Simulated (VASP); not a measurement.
Ge: single point with PBE

Ge:

```
CELL_PARAMETERS angstrom
4.09834 0.00000 0.00000
-2.04917 3.54927 0.00000
0.00000 0.00000 6.75880
ATOMIC_POSITIONS crystal
Ge 0.66667 0.33333 0.06279
Ge 0.33333 0.66667 0.56279
Ge 0.66667 0.33333 0.43721
Ge 0.33333 0.66667 0.93721
```

This cell differs from its parent crystal: volume scaled by 1.03, then relaxed in part.

* Program: VASP 6.6.1
* Task: single point
* Functional: PBE
* Potentials or basis: VASP PAW PBE potentials, release 64 (Ge_d)
* Cutoff: 520 eV
* k mesh: 12 × 12 × 6
* Occupations: gaussian, width 0.1 eV
* Spin: no spin polarisation
* Dipole correction: no
* Further INCAR settings: ALGO = Normal; EDIFF = 1e-06; NBANDS = 36

```
Pressure               : -1.7 GPa
Largest force          : 0.010 eV/Å
Band gap on the k mesh : zero (band 28 reaches 4.23 eV, above the bottom of band 29 at 4.21 eV)
```

Forces in eV/Å, atoms in the order of the input:
```
Ge   0.000  0.000 -0.010
Ge   0.000  0.000 -0.010
Ge   0.000  0.000  0.010
Ge   0.000  0.000  0.010
```

Levels at points of the mesh, in eV from the Fermi level:
| k point | band 24 | band 25 | band 26 | band 27 | band 28 | band 29 | band 30 | band 31 | band 32 | band 33 |
| --- | --- | --- | --- | --- | --- | --- | --- | --- | --- | --- |
| (0.00, 0.00, 0.00) | -1.36 | -1.36 | -0.66 | -0.26 | -0.13 | 0.10 | 0.10 | 2.26 | 2.26 | 2.69 |
| (0.50, 0.00, 0.00) | -6.58 | -4.20 | -2.82 | -2.54 | -1.33 | 0.61 | 1.43 | 3.57 | 3.67 | 4.17 |
| (0.00, 0.00, 0.50) | -4.72 | -0.79 | -0.79 | -0.79 | -0.79 | 0.46 | 0.46 | 3.30 | 3.30 | 3.30 |
| (0.50, 0.00, 0.50) | -7.59 | -2.36 | -2.36 | -2.21 | -2.21 | 0.49 | 0.49 | 2.18 | 2.18 | 5.88 |

Wall time 2.8 min on 1 thread of Intel Xeon 6975P-C, on a shared host, peak memory 0.32 GiB.
